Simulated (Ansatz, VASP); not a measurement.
## Two plane-wave programs on BN

File POSCAR:

```
BN
1.0
    2.5439499996      0.0000000000      0.0000000000
   -1.2719749998      2.2031253256      0.0000000000
    0.0000000000      0.0000000000      4.2078153415
B N
2 2
Direct
    0.3333333333      0.6666666667      0.0002034650
    0.6666666667      0.3333333333      0.5002034650
    0.3333333333      0.6666666667      0.3747965350
    0.6666666667      0.3333333333      0.8747965350
```

Contents of INCAR.step1:

```
SYSTEM = BN
PREC = Accurate
ENCUT = 520
EDIFF = 1E-5
ISMEAR = 0
SIGMA = 0.01
LREAL = .False.
LASPH = .True.
NELM = 60
ALGO = Normal
ISIF = 2
LWAVE = .True.
NBANDS = 16
GGA = PE
```

INCAR.step2

```
SYSTEM = BN
PREC = Accurate
ENCUT = 520
EDIFF = 1E-6
ISMEAR = 0
SIGMA = 0.01
LREAL = .False.
LASPH = .True.
NELM = 60
ALGO = Normal
ISIF = 2
LWAVE = .False.
LCHARG = .True.
GGA = PE
LHFCALC = .True.
HFSCREEN = 0.2079
PRECFOCK = Normal
LELF = .True.
LVHAR = .True.
NBANDS = 16
ISTART = 1
```

Contents of KPOINTS:

```
regular mesh
0
Gamma
  9 9 4
  0 0 0
```

Input for Ansatz:

```yaml
crystal:
  lattice:
    - [2.5439499996, 0.0, 0.0]
    - [-1.2719749998, 2.2031253256, 0.0]
    - [0.0, 0.0, 4.2078153415]
  atoms:
    - { symbol: B, position: [0.3333333333, 0.6666666667, 0.000203465] }
    - { symbol: B, position: [0.6666666667, 0.3333333333, 0.500203465] }
    - { symbol: "N", position: [0.3333333333, 0.6666666667, 0.374796535] }
    - { symbol: "N", position: [0.6666666667, 0.3333333333, 0.874796535] }
kpoints:
  mp_grid: { grid: [9, 9, 4] }
  band_path:
    path:
      - [0.0, 0.0, 0.0]
      - [0.5, 0.0, 0.0]
      - [0.3333333333, 0.3333333333, 0.0]
      - [0.0, 0.0, 0.5]
      - [0.5, 0.0, 0.5]
      - [0.3333333333, 0.3333333333, 0.5]
      - [0.1, 0.0, 0.0]
    npoints: 1
hamiltonian:
  xc: hse06
scf:
  occupations: { method: fixed }
  n_extra_bands: 5
output:
  forces: true
  stress: true
  eigenvalues: true
  write_density: true
  write_potential: true
  elf: true
  volumetric_format: npy
```

Alike in both runs: task single point; functional HSE06; k mesh 9 × 9 × 4; no spin polarisation.

|  | VASP | Ansatz |
| --- | --- | --- |
| version | VASP 6.6.1 | Ansatz 0.2.0 |
| potentials or method | VASP PAW PBE potentials, release 64 (B, N) | plane waves, PAW |
| plane-wave cutoff (eV) | 520 | 420 |
| occupations | gaussian, width 0.01 eV | fixed |
| valence electrons in the cell | 16 | 16 |

```tsv
	VASP	Ansatz	Ansatz less VASP
gap on the k mesh at the Fermi level (eV)	6.51	6.53	+0.019
pressure (GPa)	-4.0	-4.5	-0.50
traceless stress, the component that is largest in VASP (GPa)	-0.40	-0.36	+0.035
rms of the force components (eV/Å)	0.005	0.007	+0.0017
```

Atom by atom the forces differ by 0.002 eV/Å (rms over components). Ansatz's warnings: stress exchange threshold loose, stress scf threshold loose.
